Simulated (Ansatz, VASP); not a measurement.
Co: VASP beside Ansatz

Contents of INCAR:

```
ALGO = Normal ; EDIFF = 1E-6
ENCUT = 520 ; GGA = PE
ISIF = 2 ; ISMEAR = -1
ISPIN = 2 ; LASPH = True
LCHARG = True ; LELF = True
LMAXMIX = 4 ; LORBIT = 11
LREAL = False ; LVHAR = True
LWAVE = False ; MAGMOM = 1.5 1.5
NBANDS = 20 ; NELM = 150
NUPDOWN = 3.0 ; PREC = Accurate
SIGMA = 0.05
```

The input KPOINTS:

```
k-points
0
Gamma
  10 10 6
```

POSCAR

```
Co
1.0
    2.4719999032      0.0000000000      0.0000000000
   -1.2359999516      2.1408147143      0.0000000000
    0.0000000000      0.0000000000      4.0211440800
Co
2
Direct
    0.6666666667      0.3333333333      0.7500000000
    0.3333333333      0.6666666667      0.2500000000
```

Contents of input.yaml:

```yaml
crystal:
  lattice:
    - [2.4719999032, 0.0, 0.0]
    - [-1.2359999516, 2.1408147143, 0.0]
    - [0.0, 0.0, 4.02114408]
  atoms:
    - { symbol: Co, position: [0.6666666667, 0.3333333333, 0.75], spin: 1.5 }
    - { symbol: Co, position: [0.3333333333, 0.6666666667, 0.25], spin: 1.5 }
hamiltonian:
  xc: pbe
  pseudopotentials: { kind: paw }
magnetization:
  spin_polarized: true
  initial_magnetization: 3.0
  spin_locking: { lock_magnetization: hard }
kpoints:
  mp_grid: { grid: [10, 10, 6] }
scf:
  occupations: { method: fermi_dirac, width: 0.05 }
  lower_state_search: "off"
output:
  forces: true
  stress: true
  eigenvalues: true
  write_density: true
  write_potential: true
  elf: true
  volumetric_format: npy
```

Alike in both runs: task single point; functional PBE; k mesh 10 × 10 × 6; occupations fermi-dirac, width 0.05 eV; collinear spin; fixed moment 3 μB.

```csv
,VASP,Ansatz
version,VASP 6.6.1,Ansatz 0.2.0
potentials or method,"VASP PAW PBE potentials, release 64 (Co)",Ansatz PAW
plane-wave cutoff (eV),520,420
valence electrons in the cell,18,34
```

VASP gave:

* pressure (GPa): 2.3
* traceless stress, the component that is largest in VASP (GPa): -1.94
* net moment per atom (μB): 1.50
* size of the moment on the site where the two differ most (μB): 1.52

Q: Estimate Ansatz's values.

A: Pressure (GPa): 3.0; traceless stress, the component that is largest in VASP (GPa): -1.87; net moment per atom (μB): 1.50; size of the moment on the site where the two differ most (μB): 1.58.

Site moments also hang on the region over which each program counts them. The functional is the same, so the differences come from potentials, cutoffs and numerics. VASP's potentials hold 18 valence electrons a cell and Ansatz's 34, so a difference there can come from the potentials and not from the codes.
